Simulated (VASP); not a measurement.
Here is a VASP 6.6.1 calculation.

Contents of INCAR:

```
PREC     = Accurate       # precision mode
ENCUT    = 520            # plane-wave cutoff, eV
EDIFF    = 1E-6           # SCF threshold, eV
ISMEAR   = 0              # smearing method
SIGMA    = 0.15           # smearing width, eV
LREAL    = F              # projectors in reciprocal space
LASPH    = T              # aspherical terms in the spheres
NELM     = 100            # most SCF steps
ALGO     = Normal         # electronic algorithm
ISIF     = 2              # what is computed and relaxed
LWAVE    = F              # write WAVECAR
LCHARG   = F              # write CHGCAR
NBANDS   = 10             # bands
```

File KPOINTS:

```
Automatic mesh
0
Gamma
  22 22 22
```

The input POSCAR:

```
Ir
1.0
    0.0000000000      1.9549076471      1.9549076471
    1.9549076471      0.0000000000      1.9549076471
    1.9549076471      1.9549076471      0.0000000000
Ir
1
Direct
    0.0000000000      0.0000000000      0.0000000000
```

Potentials or basis: VASP PAW LDA potentials, release 64 (Ir).

Run with:

```bash
$ cat potpaw_LDA.64/Ir/POTCAR > POTCAR
$ mpirun -np 1 vasp_std > vasp.out
```

(1) Predict the pressure.

Results:

(1) -23.7 GPa.
